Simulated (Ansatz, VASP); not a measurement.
Li2ICl in VASP and in Ansatz

The input POSCAR:

```
Li2ICl
1.0
    3.8518742662      0.0000000000      0.0000000000
    0.0000000000      3.8518742662      0.0000000000
    0.0000000000      0.0000000000      5.5745160128
Cl Li I
1 2 1
Direct
    0.0000000000      0.0000000000      0.0000000000
    0.0000000000      0.0000000000      0.5000000000
    0.5000000000      0.5000000000      0.0000000000
    0.5000000000      0.5000000000      0.5000000000
```

Contents of INCAR.step1:

```
SYSTEM = Li2ICl
  PREC = Accurate
  ENCUT = 520
  ISMEAR = 0
  SIGMA = 0.01
  LREAL = .FALSE.
  LASPH = .TRUE.
  NELM = 100
  NBANDS = 18
  GGA = PE
  ALGO = Normal
  EDIFF = 1E-4
  LWAVE = .TRUE.
  LCHARG = .FALSE.
```

Contents of INCAR.step2:

```
SYSTEM = Li2ICl
  PREC = Accurate
  ENCUT = 520
  EDIFF = 1E-7
  ISMEAR = 0
  SIGMA = 0.01
  LREAL = .FALSE.
  LASPH = .TRUE.
  NELM = 100
  ALGO = Normal
  ISIF = 2
  LWAVE = .FALSE.
  LCHARG = .TRUE.
  METAGGA = R2SCAN
  LMIXTAU = .TRUE.
  LELF = .TRUE.
  LVHAR = .TRUE.
  NBANDS = 18
  ISTART = 1
```

The input KPOINTS:

```
Automatic mesh
0
G
  6 6 6
  0 0 0
```

Input for Ansatz:

```yaml
crystal:
  lattice:
    - [3.8518742662, 0.0, 0.0]
    - [0.0, 3.8518742662, 0.0]
    - [0.0, 0.0, 5.5745160128]
  atoms:
    - { symbol: Cl, position: [0.0, 0.0, 0.0] }
    - { symbol: Li, position: [0.0, 0.0, 0.5] }
    - { symbol: I, position: [0.5, 0.5, 0.5] }
    - { symbol: Li, position: [0.5, 0.5, 0.0] }
kpoints:
  mp_grid: { grid: [6, 6, 6] }
  band_path:
    path:
      - [0.0, 0.0, 0.0]
      - [0.0, 0.5, 0.0]
      - [0.5, 0.5, 0.0]
      - [0.0, 0.0, 0.5]
      - [0.0, 0.5, 0.5]
      - [0.5, 0.5, 0.5]
    npoints: 1
hamiltonian:
  xc: r2scan
scf:
  occupations: { method: fixed }
  n_extra_bands: 5
output:
  forces: true
  stress: true
  eigenvalues: true
```

Change from the starting cell: biaxial_xy strain -4.2%.

Alike in both runs: task single point; functional r2SCAN; k mesh 6 × 6 × 6; no spin polarisation.

```csv
,VASP,Ansatz
version,VASP 6.6.1,Ansatz 0.2.0
potentials or method,"VASP PAW PBE potentials, release 64 (Cl, Li_sv, I)","plane waves, PAW"
plane-wave cutoff (eV),520,500
occupations,"gaussian, width 0.01 eV",fixed
valence electrons in the cell,20,30
```

|  | VASP | Ansatz | Ansatz less VASP |
| --- | --- | --- | --- |
| gap on the k mesh at the Fermi level (eV) | 5.02 | 5.06 | +0.034 |

VASP's potentials were made for PBE, not for r2SCAN. VASP's potentials hold 20 valence electrons a cell and Ansatz's 30, so a difference there can come from the potentials and not from the codes.

Spin-orbit coupling is off throughout. Noted on VASP's run: the cutoff is short for stress, so the pressure is rough.
